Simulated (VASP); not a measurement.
Wanted: the native input for a VASP 6.6.1 run.

| Item | Value |
| --- | --- |
| Task | single point |
| Functional | PBEsol |
| Potentials or basis | VASP PAW PBE potentials, release 64 (Co) |
| Cutoff | 520 eV |
| k mesh | 12 × 12 × 7 |
| Occupations | fermi-dirac, width 0.05 eV |
| Spin | collinear spin, ferromagnetic start |
| Starting moments | [2.0, 2.0] μB |
| Dipole correction | no |
| Further INCAR settings | ALGO = Normal; EDIFF = 1e-07; NBANDS = 20 |

The structure of Co lies in POSCAR:

```
Co
1.0
    2.4248549296      0.0000000000      0.0000000000
   -1.2124274648      2.0999859696      0.0000000000
    0.0000000000      0.0000000000      3.9148566361
Co
2
Direct
    0.3333333333      0.6666666667      0.7499994080
    0.6666666667      0.3333333333      0.2500005920
```

These files were run (other wordings do the same):

INCAR

```
ALGO = Normal ; EDIFF = 1E-7
ENCUT = 520 ; GGA = PS
ISIF = 2 ; ISMEAR = -1
ISPIN = 2 ; LASPH = T
LCHARG = T ; LELF = T
LMAXMIX = 4 ; LORBIT = 11
LREAL = F ; LVHAR = T
LWAVE = F ; MAGMOM = 2 2
NBANDS = 20 ; NELM = 150
PREC = Accurate ; SIGMA = 0.05
```

KPOINTS

```
k-points
0
Gamma
  12 12 7
```

Potentials or basis: VASP PAW PBE potentials, release 64 (Co).

The run is started by

```sh
$ cat potpaw_PBE.64/Co/POTCAR > POTCAR
$ mpirun -np 1 vasp_std > vasp.out
```

Results of the run:

```
Pressure                                              : 9.0 GPa
Net moment                                            : 3.02 μB per cell
Site moments                                          : Co +1.51 μB
Valence electrons inside the program's atomic spheres : Co 8.45
```

Caveat: the PAW data sets were made with another functional, which shifts forces and pressure a little.

Run time: 120 s on 1 thread of AMD EPYC 7R43 64-Core Processor (Zen 3) (shared host), peak memory 0.12 GiB.
